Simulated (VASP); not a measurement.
Here is a VASP 6.6.1 calculation.

The input INCAR:

```
PREC     = Accurate       # precision mode
ENCUT    = 520            # plane-wave cutoff, eV
EDIFF    = 1E-6           # SCF threshold, eV
ISMEAR   = 0              # smearing method
SIGMA    = 0.15           # smearing width, eV
LREAL    = False          # projectors in reciprocal space
LASPH    = True           # aspherical terms in the spheres
NELM     = 80             # most SCF steps
ALGO     = Fast           # electronic algorithm
ISIF     = 2              # what is computed and relaxed
LWAVE    = False          # write WAVECAR
LCHARG   = False          # write CHGCAR
GGA      = PS             # functional
NBANDS   = 12             # bands
```

The input KPOINTS:

```
Automatic mesh
0
Gamma
  22 22 22
```

The input POSCAR:

```
Cu
1.0
    0.0000000000      1.7352000000      1.9521000000
    1.7352000000      0.0000000000      1.9521000000
    1.7352000000      1.7352000000      0.0000000000
Cu
1
Direct
    0.0000000000      0.0000000000      0.0000000000
```

Potentials or basis: VASP PAW PBE potentials, release 64 (Cu).

Command:

```console
$ cat potpaw_PBE.64/Cu/POTCAR > POTCAR
$ mpirun -np 1 vasp_std > vasp.out
```

(1) Predict the pressure.

Answers

(1) -4.5 GPa.

Caveat: the cell differs from its parent crystal (strain -0.040 along x and y, +0.080 along z); the PAW data sets were made with another functional, which shifts forces and pressure a little.
